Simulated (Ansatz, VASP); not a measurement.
**Two plane-wave programs on ZnCu**

```
Zn Cu
1.0
     2.94500    0.00000    0.00000
     0.00000    2.94500    0.00000
     0.00000    0.00000    2.94500
Zn Cu
1 1
Direct
  0.47453 0.50000 0.50000
  0.00000 0.00000 0.00000
```

Change from the starting cell: all Zn atoms moved +0.075 Å, as atom 1 towards its neighbour atom 1 (Zn) at 2.945 Å.

Alike in both runs: task single point; functional PBE; k mesh 16 × 16 × 16; occupations gaussian, width 0.15 eV; no spin polarisation.

|  | VASP | Ansatz |
| --- | --- | --- |
| version | VASP 6.6.1 | Ansatz 0.2.0 |
| potentials or method | VASP PAW PBE potentials, release 64 (Zn, Cu), cutoff 520 eV | scalar-relativistic, plane waves, PAW |
| valence electrons in the cell | 23 | 31 |

|  | VASP | Ansatz | Ansatz less VASP |
| --- | --- | --- | --- |
| gap on the k mesh at the Fermi level (eV) | none | none | - |
| pressure (GPa) | 3.6 | 2.6 | -0.99 |
| traceless stress, the component that is largest in VASP (GPa) | -0.22 | -0.21 | +0.004 |
| rms of the force components (eV/Å) | 0.211 | 0.208 | -0.0029 |

Atom by atom the forces differ by 0.003 eV/Å (rms over components). A gap of «none» marks a metal or a gap that the smearing closes. With one functional, cell and mesh, what is left measures potentials, basis and numerics. VASP's potentials hold 23 valence electrons a cell and Ansatz's 31, so a difference there can come from the potentials and not from the codes.
